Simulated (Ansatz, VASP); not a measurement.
**Be in VASP and in Ansatz**

The input INCAR:

```
ALGO = Normal ; EDIFF = 1E-7
ENCUT = 520 ; GGA = PE
ISIF = 2 ; ISMEAR = -1
LASPH = True ; LCHARG = False
LREAL = False ; LWAVE = False
NBANDS = 9 ; NELM = 100
PREC = Accurate ; SIGMA = 0.1
```

File KPOINTS:

```
k-points
0
Gamma
  13 13 13
```

The input POSCAR:

```
Be
1.0
    0.0000000000      2.3472856167      2.3472856167
    2.3472856167      0.0000000000      2.3472856167
    2.3472856167      2.3472856167      0.0000000000
Be
2
Direct
    0.1250000000      0.1250000000      0.1250000000
    0.8750000000      0.8750000000      0.8750000000
```

Input for Ansatz:

```yaml
crystal:
  lattice:
    - [0.0, 2.3472856167, 2.3472856167]
    - [2.3472856167, 0.0, 2.3472856167]
    - [2.3472856167, 2.3472856167, 0.0]
  atoms:
    - { symbol: Be, position: [0.125, 0.125, 0.125] }
    - { symbol: Be, position: [0.875, 0.875, 0.875] }
hamiltonian:
  xc: pbe
  pseudopotentials:
    kind: paw
    azcp:
      Be: "pseudopotentials/Be.paw.azcp"
basis:
  ecutwfc: 420
  fft_grid_basis: typed
kpoints:
  mp_grid: { grid: [13, 13, 13], shift: [0, 0, 0] }
magnetization:
  spin_polarized: false
scf:
  occupations: { method: fermi_dirac, width: 0.1 }
  lower_state_search: "off"
output:
  stress: true
  write_density: true
  write_potential: true
  elf: true
  volumetric_format: npy
```

Alike in both runs: task single point; functional PBE; k mesh 13 × 13 × 13; occupations fermi-dirac, width 0.1 eV; no spin polarisation.

|  | VASP | Ansatz |
| --- | --- | --- |
| version | VASP 6.6.1 | Ansatz 0.2.0 |
| potentials or method | VASP PAW PBE potentials, release 64 (Be), cutoff 520 eV | plane waves (420 eV) with PAW, scalar-relativistic |
| valence electrons in the cell | 4 | 4 |

```csv
,VASP,Ansatz,Ansatz less VASP
pressure (GPa),7.0,6.9,-0.05
```
